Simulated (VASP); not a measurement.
# KTaO3 (P6/mmm) in VASP: single point with PBE

Aim: the single point of KTaO3 with PBE.

Everything below comes from runs of VASP 6.6.1. Logs are shortened: lines on timing, memory, paths and dates and some standing lists are left out, and cuts for length are marked.

## (1) The cell of the first run

Symmetry: P6/mmm, No. 191, hexagonal system. Conventional cell: a = 4.753 Å, b = 4.753 Å, c = 5.628 Å, α = 90.00°, β = 90.00°, γ = 120.00°. K (site symmetry 6/mmm) has 6 O at 2.38 Å and 2 Ta at 2.81 Å within 3.1 Å. Within 3.7 Å of Ta (site symmetry 6/mmm) lie 2 K at 2.81 Å and 12 O at 3.68 Å. Within 3.1 Å of O (site symmetry mmm) lie 2 K at 2.38 Å and 4 O at 2.38 Å.

The cell was built from a structure type or drawn by symmetry, and may not be a known phase.

## (2) Single point, PBE, collinear spin

File INCAR:

```
SYSTEM = KTaO3
PREC     = Accurate       ! precision mode
ENCUT    = 520            ! plane-wave cutoff, eV
EDIFF    = 1E-7           ! SCF threshold, eV
ISMEAR   = 0              ! smearing method
SIGMA    = 0.1            ! smearing width, eV
LREAL    = .FALSE.        ! projectors in reciprocal space
LASPH    = .TRUE.         ! aspherical terms in the spheres
NELM     = 150            ! most SCF steps
ALGO     = Normal         ! electronic algorithm
ISIF     = 2              ! what is computed and relaxed
LWAVE    = .FALSE.        ! write WAVECAR
LCHARG   = .FALSE.        ! write CHGCAR
ISPIN    = 2              ! spin polarisation
MAGMOM   = 0 1 0 0 0      ! initial moments
LORBIT   = 11             ! projections on sites
LMAXMIX  = 4              ! l up to which the mixer works
GGA      = PE             ! functional
NBANDS   = 31             ! bands
```

File KPOINTS:

```
Automatic mesh
0
G
  6 6 4
  0 0 0
```

File POSCAR:

```
KTaO3
1.0
    4.7526835629      0.0000000000      0.0000000000
   -2.3763417815      4.1159447016      0.0000000000
    0.0000000000      0.0000000000      5.6283003879
K Ta O
1 1 3
Direct
    0.0000000000      0.0000000000      0.0000000000
    0.0000000000      0.0000000000      0.5000000000
    0.4999999023      0.0000000000      0.0000000000
    0.0000000000      0.4999999023      0.0000000000
    0.5000000977      0.5000000977      0.0000000000
```

Potentials or basis: VASP PAW PBE potentials, release 64 (K_sv, Ta_pv, O).

Launch:

```sh
> cat potpaw_PBE.64/K_sv/POTCAR potpaw_PBE.64/Ta_pv/POTCAR potpaw_PBE.64/O/POTCAR > POTCAR
> mpirun -np 1 vasp_std > vasp.out
```

OUTCAR:

```text
SYSTEM = KTaO3
   PREC = Accurate
   ENCUT = 520
   EDIFF = 1E-7
   ISMEAR = 0
   LREAL = .FALSE.
   LASPH = .TRUE.
   NELM = 150
   ISIF = 2
   ISPIN = 2
   LORBIT = 11
   GGA = PE

 ion  position               nearest neighbor table
   1  0.000  0.000  0.000-   5 2.38   3 2.38   4 2.38   5 2.38   3 2.38   4 2.38   2 2.81   2 2.81

   2  0.000  0.000  0.500-   1 2.81   1 2.81
   3  0.500  0.000  0.000-   1 2.38   1 2.38
   4  0.000  0.500  0.000-   1 2.38   1 2.38
   5  0.500  0.500  0.000-   1 2.38   1 2.38

  LATTYP: Found a hexagonal cell.
 ALAT       =     4.7526835629
 C/A-ratio  =     1.1842362980

  Lattice vectors:

 A1 = (   4.7526835629,   0.0000000000,   0.0000000000)
 A2 = (  -2.3763417815,   4.1159447016,   0.0000000000)
 A3 = (   0.0000000000,   0.0000000000,   5.6283003879)

Analysis of symmetry for initial positions (statically):
=====================================================================
 Subroutine PRICEL returns:
 Original cell was already a primitive cell.

 Routine SETGRP: Setting up the symmetry group for a
 hexagonal supercell.

 Subroutine GETGRP returns: Found 24 space group operations
 (whereof 24 operations were pure point group operations)
 out of a pool of 24 trial point group operations.

The static configuration has the point symmetry D_6h.

Analysis of symmetry for dynamics (positions and initial velocities):
=====================================================================
 Subroutine PRICEL returns:
 Original cell was already a primitive cell.

 Routine SETGRP: Setting up the symmetry group for a
 hexagonal supercell.

 Subroutine GETGRP returns: Found 24 space group operations
 (whereof 24 operations were pure point group operations)
 out of a pool of 24 trial point group operations.

The dynamic configuration has the point symmetry D_6h.

Analysis of structural, dynamic, and magnetic symmetry:
=====================================================================
 Subroutine PRICEL returns:
 Original cell was already a primitive cell.

 Routine SETGRP: Setting up the symmetry group for a
 hexagonal supercell.

 Subroutine GETGRP returns: Found 24 space group operations
 (whereof 24 operations were pure point group operations)
 out of a pool of 24 trial point group operations.

The overall configuration has the point symmetry D_6h.

 Subroutine INISYM returns: Found 24 space group operations
 (whereof 24 operations are pure point group operations),
 and found     1 'primitive' translations

----------------------------------------------------------------------------------------

                                     Primitive cell

  volume of cell :     110.0996

  direct lattice vectors                    reciprocal lattice vectors
     4.752683563  0.000000000  0.000000000     0.210407444  0.121478794  0.000000000
    -2.376341781  4.115944702  0.000000000     0.000000000  0.242957589  0.000000000
     0.000000000  0.000000000  5.628300388     0.000000000  0.000000000  0.177673530

  length of vectors
     4.752683563  4.752683563  5.628300388     0.242957589  0.242957589  0.177673530

  position of ions in fractional coordinates (direct lattice)
     0.000000000  0.000000000  0.000000000
     0.000000000  0.000000000  0.500000000
     0.499999902  0.000000000  0.000000000
     0.000000000  0.499999902  0.000000000
     0.500000098  0.500000098  0.000000000

  ion indices of the primitive-cell ions
   primitive index   ion index
                 1           1
                 2           2
                 3           3
                 4           4
                 5           5

----------------------------------------------------------------------------------------

 KPOINTS: Automatic mesh

Automatic generation of k-mesh.
 Grid dimensions read from file:
 generate k-points for:    6    6    4

 Generating k-lattice:

  Cartesian coordinates                     Fractional coordinates (reciprocal lattice)
     0.035067907  0.020246466  0.000000000     0.166666667  0.000000000  0.000000000
     0.000000000  0.040492931  0.000000000     0.000000000  0.166666667  0.000000000
     0.000000000  0.000000000  0.044418383     0.000000000  0.000000000  0.250000000

  Length of vectors
     0.040492931  0.040492931  0.044418383

  Shift w.r.t. Gamma in fractional coordinates (k-lattice)
     0.000000000  0.000000000  0.000000000

 Subroutine IBZKPT returns following result:
 ===========================================

 Found     21 irreducible k-points:

 Following reciprocal coordinates:
            Coordinates               Weight
  0.000000  0.000000  0.000000      1.000000
  0.166667 -0.000000  0.000000      6.000000
  0.333333 -0.000000  0.000000      6.000000
  0.500000 -0.000000  0.000000      3.000000
  0.166667  0.166667  0.000000      6.000000
  0.333333  0.166667  0.000000     12.000000
[... 13 lines left out ...]
  0.333333  0.166667  0.500000     12.000000
  0.333333  0.333333  0.500000      2.000000
   k-points           NKPTS =     21   k-points in BZ     NKDIM =     21   number of bands    NBANDS=     31
   number of dos      NEDOS =    301   number of ions     NIONS =      5
   total plane-waves  NPLWV =  54432
   dimension x,y,z NGX =    36 NGY =   36 NGZ =   42
   dimension x,y,z NGXF=    72 NGYF=   72 NGZF=   84
   ions per type =               1   1   3
   NGX,Y,Z   is equivalent  to a cutoff of  12.59, 12.59, 12.41 a.u.
   NGXF,Y,Z  is equivalent  to a cutoff of  25.19, 25.19, 24.81 a.u.
 SYSTEM =  KTaO3
   PREC   = accura    normal or accurate (medium, high low for compatibility)
   ISTART =      0    job   : 0-new  1-cont  2-samecut
   ICHARG =      2    charge: 1-file 2-atom 10-const
   ISPIN  =      2    spin polarized calculation?
   LNONCOLLINEAR =      F non collinear calculations
   LSORBIT =      F    spin-orbit coupling
   LASPH  =      T    aspherical Exc in radial PAW
   ENCUT  =  520.0 eV  38.22 Ry    6.18 a.u.   8.84  8.84 10.46*2*pi/ulx,y,z
   NELM   =    150;   NELMIN=  2; NELMDL= -5     # of ELM steps
   EDIFF  = 0.1E-06   stopping-criterion for ELM
   LREAL  =      F    real-space projection
   EDIFFG = 0.1E-05   stopping-criterion for IOM
   NSW    =      0    number of steps for IOM
   IBRION =     -1    ionic relax: 0-MD 1-quasi-New 2-CG
   NFREE  =      0    steps in history (QN), initial steepest desc. (CG)
   ISIF   =      2    stress and relaxation
   ISYM   =      2    0-nonsym 1-usesym 2-fastsym
   POTIM  = 0.5000    time-step for ionic-motion
   TEBEG  =    0.0;   TEEND  =   0.0 temperature during run
   PSTRESS=    0.0 pullay stress
   NELECT =      38.0000    total number of electrons
   NUPDOWN=      -1.0000    fix difference up-down
   EMIN   =  10.00;   EMAX   =-10.00  energy-range for DOS
   EFERMI =   0.00;   METHOD = LEGACY
   ISMEAR =     0;   SIGMA  =   0.10  broadening in eV -4-tet -1-fermi 0-gaus
   EFERMI_NEDOS =   21; number of points for ismear=-14 and -15
   IALGO  =     38    algorithm
   IMIX   =      4    mixing-type and parameters
     AMIX     =   0.40;   BMIX     =  1.00
     AMIX_MAG =   1.60;   BMIX_MAG =  1.00
  volume/ion in A,a.u.               =      22.02       148.60
  Fermi-wavevector in a.u.,A,eV,Ry     =   1.148350  2.170066 17.942096  1.318707
  Thomas-Fermi vector in A             =   2.285025
   LORBIT       =     11    0 simple, 1 ext, 2 COOP (PROOUT), +10 PAW based schemes
   GGA     = PE    functional components
   LHFCALC =     F    Hartree Fock is set to
   AEXX    =    0.0000 exact exchange contribution
   IVDW    =     0    specifies the selected vdW correction
   LEPSILON=     F    determine dielectric tensor
   LRPA    =     F    only Hartree local field effects (RPA)
 spin polarized calculation
 Gauss-broadening in eV      SIGMA  =   0.10
  energy-cutoff  :      520.00
  volume of cell :      110.10
 maximum number of plane-waves:      2991
 NGX is ok and might be reduce to    36
   NGX = 17   NGY = 17   NGZ = 21

 number of electron      37.9999979 magnetization       0.0615550

 number of electron      37.9999979 magnetization      -0.6938152

 Free energy of the ion-electron system (eV)
  ---------------------------------------------------
  ext. energy  EPLUGINS =         0.00000000
  ---------------------------------------------------
  free energy    TOTEN  =       -15.62659925 eV

  energy without entropy =      -15.56789327  energy(sigma->0) =      -15.59724626

 E-fermi :  -0.5742     XC(G=0):  -8.5172

 val. band max:       -0.5968089054   @ k =   0.1667   0.1667   0.2500
 cond. band min:      -0.5688009737   @ k =   0.3333   0.3333   0.2500
 fundamental gap:      0.0280079317
 Fermi energy:        -0.5741697813

 spin component 1

 k-point     1 :       0.0000    0.0000    0.0000
  band No.  band energies     occupation
      1     -36.9246      1.00000
      2     -36.9246      1.00000
      3     -36.7320      1.00000
      4     -27.9883      1.00000
      5     -17.4445      1.00000
      6     -15.8128      1.00000
[... 23 lines left out ...]
     30       9.2371      0.00000
     31       9.2371      0.00000

 k-point     2 :       0.1667   -0.0000    0.0000
  band No.  band energies     occupation
      1     -36.9250      1.00000
      2     -36.9247      1.00000
      3     -36.7320      1.00000
      4     -27.9826      1.00000
      5     -17.4366      1.00000
      6     -15.9842      1.00000
[... 638 lines left out ...]
 k-point    21 :       0.3333    0.3333    0.5000
  band No.  band energies     occupation
      1     -36.9259      1.00000
      2     -36.9259      1.00000
      3     -36.7346      1.00000
      4     -27.9428      1.00000
      5     -17.0631      1.00000
      6     -17.0631      1.00000
[... 23 lines left out ...]
     30       9.2316      0.00000
     31       9.5063      0.00000
 Fermi energy:        -0.5741697813

 spin component 2

 k-point     1 :       0.0000    0.0000    0.0000
  band No.  band energies     occupation
      1     -37.0762      1.00000
      2     -36.9323      1.00000
      3     -36.9323      1.00000
      4     -28.0278      1.00000
      5     -17.6607      1.00000
      6     -16.0503      1.00000
[... 23 lines left out ...]
     30       9.2631      0.00000
     31       9.2636      0.00000

 k-point     2 :       0.1667   -0.0000    0.0000
  band No.  band energies     occupation
      1     -37.0762      1.00000
      2     -36.9328      1.00000
      3     -36.9325      1.00000
      4     -28.0219      1.00000
      5     -17.6508      1.00000
      6     -16.2170      1.00000
[... 638 lines left out ...]
 k-point    21 :       0.3333    0.3333    0.5000
  band No.  band energies     occupation
      1     -37.0789      1.00000
      2     -36.9336      1.00000
      3     -36.9336      1.00000
      4     -27.9791      1.00000
      5     -17.2737      1.00000
      6     -17.2737      1.00000
[... 23 lines left out ...]
     30       9.1388      0.00000
     31       9.5924      0.00000

------------------------ aborting loop because EDIFF is reached ----------------------------------------

  FORCE on cell =-STRESS in cart. coord.  units (eV):
  Direction    XX          YY          ZZ          XY          YZ          ZX
  --------------------------------------------------------------------------------------
  -------------------------------------------------------------------------------------
  Total       -1.3535905     -1.3535905     -0.0417891      0.0000000      0.0000000      0.0000000
  in kB      -19.6975486    -19.6975486     -0.6081185      0.0000000      0.0000000      0.0000000
  external PRESSURE =     -13.3344053 kB  Pullay stress =       0.0000000 kB

 VOLUME and BASIS-vectors are now :
 -----------------------------------------------------------------------------
  energy-cutoff  :      520.00
  volume of cell :      110.10
      direct lattice vectors                 reciprocal lattice vectors
     4.752683563  0.000000000  0.000000000     0.210407444  0.121478794  0.000000000
    -2.376341781  4.115944702  0.000000000     0.000000000  0.242957589  0.000000000
     0.000000000  0.000000000  5.628300388     0.000000000  0.000000000  0.177673530

 POSITION                                       TOTAL-FORCE (eV/Angst)
 -----------------------------------------------------------------------------------
      0.00000      0.00000      0.00000         0.000000      0.000000      0.000000
      0.00000      0.00000      2.81415         0.000000      0.000000      0.000000
      2.37634      0.00000      0.00000        -0.000000      0.000000      0.000000
     -1.18817      2.05797      0.00000         0.000000      0.000000      0.000000
      1.18817      2.05797      0.00000         0.000000      0.000000      0.000000
 -----------------------------------------------------------------------------------
    total drift:                                0.000000      0.000000     -0.000000

  FREE ENERGIE OF THE ION-ELECTRON SYSTEM (eV)
  ---------------------------------------------------
  free  energy   TOTEN  =       -15.6265992483 eV

  energy  without entropy=      -15.5678932680  energy(sigma->0) =      -15.59724626

 total charge

# of ion       s       p       d       tot
------------------------------------------
    1        1.991   5.615   0.151   7.756
    2        0.402   5.933   1.993   8.328
    3        1.623   3.054   0.000   4.678
    4        1.623   3.054   0.000   4.678
    5        1.623   3.054   0.000   4.678
--------------------------------------------------
tot          7.262  20.711   2.144  30.116

 magnetization (x)

# of ion       s       p       d       tot
------------------------------------------
    1       -0.009  -0.006  -0.020  -0.034
    2       -0.014  -0.001  -0.198  -0.213
    3       -0.002  -0.117   0.000  -0.119
    4       -0.002  -0.117   0.000  -0.119
    5       -0.002  -0.117   0.000  -0.119
--------------------------------------------------
tot         -0.027  -0.358  -0.219  -0.604
```

Run time: 9.6 min. Hardware: 1 thread of Intel Xeon 8259CL, shared host; peak memory 0.34 GiB.

What came out:

* Free energy: -15.6266 eV
* Pressure: -1.3 GPa
* Net moment: -0.69 μB per cell
* Site moments: K -0.03; Ta -0.21; O -0.12 μB
* Valence electrons inside the program's atomic spheres: K 7.76; Ta 8.33; O 4.68

Stress tensor (GPa, compression positive):
```
-1.97  0.00  0.00
 0.00 -1.97  0.00
 0.00  0.00 -0.06
```

Caveat: spin-orbit coupling is left out, which moves the levels of the heavy elements.
